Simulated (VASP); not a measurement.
# Si16Ge (a cell with a defect) in VASP: further runs, part 2 of 3

VASP 6.6.1. The steps go on from the part before.

**3. Single point, PBE**

File INCAR:

```
SYSTEM = Si16Ge
ALGO = Normal
EDIFF = 1E-6
ENCUT = 520
GGA = PE
ISIF = 2
ISMEAR = 0
LASPH = .TRUE.
LCHARG = .FALSE.
LREAL = Auto
LWAVE = .FALSE.
NBANDS = 53
NELM = 80
PREC = Accurate
SIGMA = 0.02
```

File KPOINTS:

```
k-points
0
G
  2 2 2
  0 0 0
```

File POSCAR:

```
Si16Ge
1.0
    0.0000000000      5.4300000000      5.4300000000
    5.4300000000      0.0000000000      5.4300000000
    5.4300000000      5.4300000000      0.0000000000
Si Ge
16 1
Direct
   -0.0030433691      0.0027359343      0.0028221793
    0.1273598072      0.1236808519      0.1237169731
   -0.0052098954      0.0049148554      0.4944762009
    0.1226330069      0.1365039989      0.6173325620
   -0.0050651745      0.4945580101      0.0048472518
    0.1230235675      0.6172469185      0.1365938185
   -0.0000203747      0.4997309265      0.4998191571
    0.1178367600      0.6226107636      0.6223086971
    0.5000065693     -0.0002963569     -0.0002542409
    0.6247144207      0.1236401869      0.1237447478
    0.5051609247      0.0047534485      0.4946225806
    0.6240253931      0.1243084296      0.6270895769
    0.5053192156      0.4943981195      0.0050004409
    0.6240528976      0.6270471375      0.1243845936
    0.5031823267      0.4965438204      0.4966191741
    0.6367581351      0.6222216873      0.6227012815
    0.2499491894      0.7497752680      0.7498655057
```

Potentials or basis: VASP PAW PBE potentials, release 64 (Si, Ge_d).

The run is started by

```sh
> cat potpaw_PBE.64/Si/POTCAR potpaw_PBE.64/Ge_d/POTCAR > POTCAR
> mpirun -np 1 vasp_std > vasp.out
```

OUTCAR:

```text
SYSTEM = Si16Ge
   EDIFF = 1E-6
   ENCUT = 520
   GGA = PE
   ISIF = 2
   ISMEAR = 0
   LASPH = .TRUE.
   LREAL = Auto
   NELM = 80
   PREC = Accurate

 ion  position               nearest neighbor table
   1  0.997  0.003  0.003-  10 2.33   2 2.33   6 2.42   4 2.42  17 2.75
   2  0.127  0.124  0.124-   3 2.33   5 2.33   1 2.33   9 2.34
   3  0.995  0.005  0.494-   2 2.33  12 2.33   4 2.40   8 2.40  17 2.77
   4  0.123  0.137  0.617-   7 2.28   3 2.40  11 2.40   1 2.42  17 2.42
   5  0.995  0.495  0.005-   2 2.33  14 2.33   6 2.40   8 2.40  17 2.77
   6  0.123  0.617  0.137-   7 2.28  13 2.40   5 2.40   1 2.42  17 2.42
   7  1.000  0.500  0.500-  16 2.28   8 2.28   6 2.28   4 2.28
   8  0.118  0.623  0.622-   7 2.28   3 2.40   5 2.40  15 2.42  17 2.43
   9  0.500  1.000  1.000-  10 2.34   2 2.34  12 2.34  14 2.34
  10  0.625  0.124  0.124-  13 2.33  11 2.33   1 2.33   9 2.34
  11  0.505  0.005  0.495-  10 2.33  12 2.33   4 2.40  16 2.40  17 2.77
  12  0.624  0.124  0.627-   3 2.33  11 2.33  15 2.33   9 2.34
  13  0.505  0.494  0.005-  10 2.33  14 2.33   6 2.40  16 2.40  17 2.77
  14  0.624  0.627  0.124-  13 2.33   5 2.33  15 2.33   9 2.34
  15  0.503  0.497  0.497-  14 2.33  12 2.33  16 2.42   8 2.42  17 2.75
  16  0.637  0.622  0.623-   7 2.28  13 2.40  11 2.40  15 2.42  17 2.43
  17  0.250  0.750  0.750-   6 2.42   4 2.42  16 2.43   8 2.43   1 2.75  15 2.75  11 2.77   5 2.77
                            13 2.77   3 2.77

  LATTYP: Found a face centered cubic cell.
 ALAT       =    10.8600000000

  Lattice vectors:

 A1 = (   0.0000000000,   5.4300000000,   5.4300000000)
 A2 = (   5.4300000000,   0.0000000000,   5.4300000000)
 A3 = (   5.4300000000,   5.4300000000,   0.0000000000)

Analysis of symmetry for initial positions (statically):
=====================================================================
 Subroutine PRICEL returns:
 Original cell was already a primitive cell.

 Routine SETGRP: Setting up the symmetry group for a
 face centered cubic supercell.

 Subroutine GETGRP returns: Found  1 space group operations
[... 155 lines left out ...]
   GGA     = PE    functional components
   LHFCALC =     F    Hartree Fock is set to
   AEXX    =    0.0000 exact exchange contribution
   IVDW    =     0    specifies the selected vdW correction
   LEPSILON=     F    determine dielectric tensor
   LRPA    =     F    only Hartree local field effects (RPA)
 non-spin polarized calculation
 Gauss-broadening in eV      SIGMA  =   0.02
  energy-cutoff  :      520.00
  volume of cell :      320.21
 maximum number of plane-waves:      8646
 NGX is ok and might be reduce to    60
   NGX = 29   NGY = 29   NGZ = 29

 number of electron      77.9999997 magnetization

 Free energy of the ion-electron system (eV)
  ---------------------------------------------------
  ext. energy  EPLUGINS =         0.00000000
  ---------------------------------------------------
  free energy    TOTEN  =       -86.69303942 eV

  energy without entropy =      -86.69280207  energy(sigma->0) =      -86.69292075

 E-fermi :   6.9454     XC(G=0):  -9.7502

 val. band max:        6.9135392119   @ k =   0.0000   0.0000   0.0000
 cond. band min:       6.9811756423   @ k =   0.0000   0.0000   0.0000
 fundamental gap:      0.0676364304
 Fermi energy:         6.9454096683

 k-point     1 :       0.0000    0.0000    0.0000
  band No.  band energies     occupation
      1     -18.2670      2.00000
      2     -18.2670      2.00000
      3     -18.2664      2.00000
      4     -18.2545      2.00000
      5     -18.2516      2.00000
      6      -6.5239      2.00000
[... 421 lines left out ...]
     50      10.3156      0.00000
     51      10.3403      0.00000
 [bands above 51 left out]

------------------------ aborting loop because EDIFF is reached ----------------------------------------

  FORCE on cell =-STRESS in cart. coord.  units (eV):
  Direction    XX          YY          ZZ          XY          YZ          ZX
  --------------------------------------------------------------------------------------
  -------------------------------------------------------------------------------------
  Total       12.7310716     13.6420520     13.5712305     -0.0007638      0.0024442     -0.0004486
  in kB       63.7009718     68.2591377     67.9047765     -0.0038218      0.0122295     -0.0022448
  external PRESSURE =      66.6216287 kB  Pullay stress =       0.0000000 kB

 VOLUME and BASIS-vectors are now :
 -----------------------------------------------------------------------------
  energy-cutoff  :      520.00
  volume of cell :      320.21
      direct lattice vectors                 reciprocal lattice vectors
     0.000000000  5.430000000  5.430000000    -0.092081031  0.092081031  0.092081031
     5.430000000  0.000000000  5.430000000     0.092081031 -0.092081031  0.092081031
     5.430000000  5.430000000  0.000000000     0.092081031  0.092081031 -0.092081031

 POSITION                                       TOTAL-FORCE (eV/Angst)
 -----------------------------------------------------------------------------------
      0.03018      5.42880      5.42833        -0.000644     -0.000261     -0.000096
      1.34337      1.36335      1.36315         0.000863     -0.003948     -0.002878
      2.71169      8.08672      5.42840        -0.001314     -0.001091     -0.000305
      4.09333      4.01801      1.40711         0.006783      0.002438     -0.000830
      2.71177      5.42882      8.08795        -0.000675     -0.000245     -0.000413
      4.09336      1.40972      4.01967         0.007016     -0.002461      0.000870
[... 9 lines left out ...]
      6.75993      6.83886      6.83626        -0.002857     -0.001155      0.000352
      8.14305      5.42899      5.42850        -0.003729     -0.000862     -0.001065
 -----------------------------------------------------------------------------------
    total drift:                                0.002437      0.001001      0.002179

  FREE ENERGIE OF THE ION-ELECTRON SYSTEM (eV)
  ---------------------------------------------------
  free  energy   TOTEN  =       -86.6930394227 eV

  energy  without entropy=      -86.6928020738  energy(sigma->0) =      -86.69292075
```

stdout:

```text
POSCAR found type information on POSCAR SiGe
 POSCAR found :  2 types and      17 ions
 scaLAPACK will be used
 LDA part: xc-table for (Slater+PW92), standard interpolation
 POSCAR, INCAR and KPOINTS ok, starting setup
 FFT: planning ... GRIDC
 FFT: planning ... GRID_SOFT
 FFT: planning ... GRID
 WAVECAR not read
 entering main loop
```

It took 2 min on 1 thread of Intel Xeon 6975P-C (Granite Rapids), shared host; peak memory 0.49 GiB.

Results:

| Quantity | Value |
| --- | --- |
| Free energy | -86.6930 eV |
| Pressure | 6.7 GPa |
| Largest force | 0.007 eV/Å |
| Band gap on the k mesh | zero (band 39 reaches 7.00 eV, above the bottom of band 40 at 6.67 eV) |

Forces in eV/Å, atoms in the order of the input:
```
Si  -0.001  0.000  0.000
Si   0.001 -0.004 -0.003
Si  -0.001 -0.001  0.000
Si   0.007  0.002 -0.001
Si  -0.001  0.000  0.000
Si   0.007 -0.002  0.001
Si   0.001  0.001  0.001
Si  -0.003  0.001  0.000
Si   0.001  0.001  0.001
Si   0.000  0.004  0.003
Si  -0.001  0.000  0.002
Si  -0.002 -0.005  0.004
Si   0.000  0.002  0.000
Si  -0.002  0.005 -0.005
Si   0.000 -0.001 -0.001
Si  -0.003 -0.001  0.000
Ge  -0.004 -0.001 -0.001
```

Caveat: the k points lie up to 0.50 Å⁻¹ apart.

**4. Single point, PBE**

File INCAR:

```
ALGO     = Normal         # electronic algorithm
EDIFF    = 1E-6           # SCF threshold, eV
ENCUT    = 520            # plane-wave cutoff, eV
GGA      = PE             # functional
ISIF     = 2              # what is computed and relaxed
ISMEAR   = 0              # smearing method
LASPH    = True           # aspherical terms in the spheres
LCHARG   = False          # write CHGCAR
LREAL    = Auto         
LWAVE    = False          # write WAVECAR
NBANDS   = 53             # bands
NELM     = 60             # most SCF steps
PREC     = Accurate       # precision mode
SIGMA    = 0.02           # smearing width, eV
```

File KPOINTS:

```
k-points
0
Gamma
  2 2 2
```

File POSCAR:

```
Si16Ge
1.0
    0.0000000000      5.4300000000      5.4300000000
    5.4300000000      0.0000000000      5.4300000000
    5.4300000000      5.4300000000      0.0000000000
Si Ge
16 1
Direct
    0.0014286891     -0.0025952165      0.0013839611
    0.1225804535      0.1275165187      0.1225241230
   -0.0116100297      0.0017251117      0.5083989674
    0.1198762924      0.1301586555      0.6306861907
    0.0014450775      0.4999193794      0.0013701189
    0.1253585704      0.6247424067      0.1252950964
    0.0004368418      0.5008698346      0.4979687261
    0.1199271824      0.6194475261      0.6306427467
    0.5084539824      0.0016067704     -0.0116555862
    0.6306972869      0.1301079304      0.1198686790
    0.5020687301      0.0078058936      0.5021245374
    0.6251807212      0.1248876966      0.6251358198
    0.4980326494      0.5008533941      0.0003739978
    0.6307498873      0.6193984747      0.1198222696
    0.5021943254      0.4880942237      0.5020219304
    0.6280152024      0.6220765696      0.6279517816
    0.3751376678      0.8749229607      0.3750978304
```

Potentials or basis: VASP PAW PBE potentials, release 64 (Si, Ge_d).

The run is started by

```sh
> cat potpaw_PBE.64/Si/POTCAR potpaw_PBE.64/Ge_d/POTCAR > POTCAR
> mpirun -np 1 vasp_std > vasp.out
```

OUTCAR:

```text
EDIFF = 1E-6
   ENCUT = 520
   GGA = PE
   ISIF = 2
   ISMEAR = 0
   LASPH = True
   LREAL = Auto
   NELM = 60
   PREC = Accurate

 ion  position               nearest neighbor table
   1  0.001  0.997  0.001-   4 2.33  10 2.33   2 2.34   6 2.34
   2  0.123  0.128  0.123-   5 2.34   1 2.34   9 2.42   3 2.42  17 2.74
   3  0.988  0.002  0.508-  12 2.28   4 2.40   8 2.40   2 2.42  17 2.43
   4  0.120  0.130  0.631-   1 2.33   7 2.33  11 2.40   3 2.40  17 2.77
   5  0.001  0.500  0.001-  14 2.33   8 2.33   2 2.34   6 2.34
   6  0.125  0.625  0.125-   5 2.34   1 2.34   7 2.34  13 2.34
   7  0.000  0.501  0.498-   4 2.33   8 2.33  16 2.34   6 2.34
   8  0.120  0.619  0.631-   5 2.33   7 2.33  15 2.40   3 2.40  17 2.77
   9  0.508  0.002  0.988-  12 2.28  14 2.40  10 2.40   2 2.42  17 2.43
  10  0.631  0.130  0.120-   1 2.33  13 2.33  11 2.40   9 2.40  17 2.77
  11  0.502  0.008  0.502-  12 2.28   4 2.40  10 2.40  16 2.42  17 2.43
  12  0.625  0.125  0.625-  11 2.28  15 2.28   9 2.28   3 2.28
  13  0.498  0.501  0.000-  14 2.33  10 2.33  16 2.34   6 2.34
  14  0.631  0.619  0.120-   5 2.33  13 2.33  15 2.40   9 2.40  17 2.77
  15  0.502  0.488  0.502-  12 2.28  14 2.40   8 2.40  16 2.42  17 2.43
  16  0.628  0.622  0.628-   7 2.34  13 2.34  11 2.42  15 2.42  17 2.75
  17  0.375  0.875  0.375-   3 2.43   9 2.43  15 2.43  11 2.43   2 2.74  16 2.75   8 2.77  10 2.77
                            14 2.77   4 2.77

  LATTYP: Found a face centered cubic cell.
 ALAT       =    10.8600000000

  Lattice vectors:

 A1 = (   0.0000000000,   5.4300000000,   5.4300000000)
 A2 = (   5.4300000000,   0.0000000000,   5.4300000000)
 A3 = (   5.4300000000,   5.4300000000,   0.0000000000)

Analysis of symmetry for initial positions (statically):
=====================================================================
 Subroutine PRICEL returns:
 Original cell was already a primitive cell.

 Routine SETGRP: Setting up the symmetry group for a
 face centered cubic supercell.
[... 155 lines left out ...]
  Thomas-Fermi vector in A             =   2.156100
   LORBIT       =      0    0 simple, 1 ext, 2 COOP (PROOUT), +10 PAW based schemes
   GGA     = PE    functional components
   LHFCALC =     F    Hartree Fock is set to
   AEXX    =    0.0000 exact exchange contribution
   IVDW    =     0    specifies the selected vdW correction
   LEPSILON=     F    determine dielectric tensor
   LRPA    =     F    only Hartree local field effects (RPA)
 non-spin polarized calculation
 Gauss-broadening in eV      SIGMA  =   0.02
  energy-cutoff  :      520.00
  volume of cell :      320.21
 maximum number of plane-waves:      8646
 NGX is ok and might be reduce to    60
   NGX = 29   NGY = 29   NGZ = 29

 number of electron      77.9999997 magnetization

 Free energy of the ion-electron system (eV)
  ---------------------------------------------------
  ext. energy  EPLUGINS =         0.00000000
  ---------------------------------------------------
  free energy    TOTEN  =       -86.69274032 eV

  energy without entropy =      -86.69264760  energy(sigma->0) =      -86.69269396

 E-fermi :   6.9419     XC(G=0):  -9.7502

 val. band max:        6.9046806641   @ k =   0.0000   0.0000   0.0000
 cond. band min:       6.9824479112   @ k =   0.0000   0.5000   0.5000
 fundamental gap:      0.0777672471
 Fermi energy:         6.9418887005

 k-point     1 :       0.0000    0.0000    0.0000
  band No.  band energies     occupation
      1     -18.2669      2.00000
      2     -18.2669      2.00000
      3     -18.2660      2.00000
      4     -18.2548      2.00000
      5     -18.2509      2.00000
      6      -6.5234      2.00000
[... 421 lines left out ...]
     50      10.3381      0.00000
     51      10.3389      0.00000
 [bands above 51 left out]

------------------------ aborting loop because EDIFF is reached ----------------------------------------

  FORCE on cell =-STRESS in cart. coord.  units (eV):
  Direction    XX          YY          ZZ          XY          YZ          ZX
  --------------------------------------------------------------------------------------
  -------------------------------------------------------------------------------------
  Total       13.5977240     12.7545577     13.5815434     -0.0005340     -0.0008512     -0.0002139
  in kB       68.0373390     63.8184867     67.9563781     -0.0026721     -0.0042589     -0.0010701
  external PRESSURE =      66.6040679 kB  Pullay stress =       0.0000000 kB

 VOLUME and BASIS-vectors are now :
 -----------------------------------------------------------------------------
  energy-cutoff  :      520.00
  volume of cell :      320.21
      direct lattice vectors                 reciprocal lattice vectors
     0.000000000  5.430000000  5.430000000    -0.092081031  0.092081031  0.092081031
     5.430000000  0.000000000  5.430000000     0.092081031 -0.092081031  0.092081031
     5.430000000  5.430000000  0.000000000     0.092081031  0.092081031 -0.092081031

 POSITION                                       TOTAL-FORCE (eV/Angst)
 -----------------------------------------------------------------------------------
      5.42342      0.01527      5.42367         0.009328      0.013250      0.008610
      1.35772      1.33092      1.35803        -0.000300     -0.004408      0.000019
      2.76997      8.12756      5.37632        -0.010935     -0.021464      0.010454
      4.13139      4.07555      1.35769        -0.001582      0.001254      0.000382
      2.72200      0.01529      2.72241        -0.009614      0.013348     -0.008962
      4.07270      1.36105      4.07305        -0.000117     -0.002650     -0.000406
[... 9 lines left out ...]
      6.78765      6.81990      6.78800         0.000027      0.003576     -0.000069
      6.78761      4.07378      6.78783         0.000203      0.003401      0.000485
 -----------------------------------------------------------------------------------
    total drift:                               -0.000701     -0.001334     -0.000176

  FREE ENERGIE OF THE ION-ELECTRON SYSTEM (eV)
  ---------------------------------------------------
  free  energy   TOTEN  =       -86.6927403205 eV

  energy  without entropy=      -86.6926476040  energy(sigma->0) =      -86.69269396
```

OSZICAR:

```text
N       E                     dE             d eps       ncg     rms          rms(c)
DAV:   1     0.404267489703E+03    0.40427E+03   -0.29897E+04  1063   0.159E+03
DAV:   2    -0.234615612483E+02   -0.42773E+03   -0.39662E+03   968   0.392E+02
DAV:   3    -0.848574571648E+02   -0.61396E+02   -0.59174E+02  1045   0.103E+02
DAV:   4    -0.881484137597E+02   -0.32910E+01   -0.32464E+01  1064   0.276E+01
DAV:   5    -0.882602465475E+02   -0.11183E+00   -0.11157E+00  1096   0.498E+00    0.144E+01
DAV:   6    -0.871569028359E+02    0.11033E+01   -0.67546E-01  1048   0.284E+00    0.873E+00
DAV:   7    -0.866861465747E+02    0.47076E+00   -0.11540E+00  1008   0.356E+00    0.622E-01
DAV:   8    -0.866904269553E+02   -0.42804E-02   -0.70305E-02  1136   0.134E+00    0.369E-01
DAV:   9    -0.866919123524E+02   -0.14854E-02   -0.89642E-03  1016   0.469E-01    0.183E-01
DAV:  10    -0.866924515599E+02   -0.53921E-03   -0.78339E-04  1200   0.201E-01    0.103E-01
DAV:  11    -0.866927323479E+02   -0.28079E-03   -0.38737E-04   960   0.758E-02    0.179E-02
DAV:  12    -0.866927358532E+02   -0.35053E-05   -0.25211E-05  1264   0.397E-02    0.137E-02
DAV:  13    -0.866927404114E+02   -0.45582E-05   -0.11462E-05   952   0.126E-02    0.645E-03
DAV:  14    -0.866927403205E+02    0.90938E-07   -0.38220E-07   648   0.308E-03
   1 F= -.86692740E+02 E0= -.86692694E+02  d E =-.927164E-04
```

stdout:

```text
POSCAR found type information on POSCAR SiGe
 POSCAR found :  2 types and      17 ions
 scaLAPACK will be used
 LDA part: xc-table for (Slater+PW92), standard interpolation
 POSCAR, INCAR and KPOINTS ok, starting setup
 FFT: planning ... GRIDC
 FFT: planning ... GRID_SOFT
 FFT: planning ... GRID
 WAVECAR not read
 entering main loop
```

It took 1.8 min on 1 thread of Intel Xeon 6975P-C (Granite Rapids), shared host; peak memory 0.49 GiB.

Results:

| Item | Value |
| --- | --- |
| Free energy | -86.6927 eV |
| Pressure | 6.7 GPa |
| Largest force | 0.026 eV/Å |
| Band gap on the k mesh | zero (band 39 reaches 7.01 eV, above the bottom of band 40 at 6.66 eV) |

Forces in eV/Å, atoms in the order of the input:
```
Si   0.009  0.013  0.009
Si   0.000 -0.004  0.000
Si  -0.011 -0.021  0.010
Si  -0.002  0.001  0.000
Si  -0.010  0.013 -0.009
Si   0.000 -0.003  0.000
Si   0.010 -0.015 -0.009
Si   0.000  0.001  0.002
Si   0.011 -0.022 -0.010
Si   0.000  0.001 -0.002
Si  -0.011  0.021 -0.010
Si   0.000 -0.001  0.000
Si  -0.010 -0.015  0.009
Si   0.002  0.001  0.000
Si   0.011  0.022  0.009
Si   0.000  0.004  0.000
Ge   0.000  0.003  0.000
```

Caveat: the k points lie up to 0.50 Å⁻¹ apart.

[end of part 2 of 3]
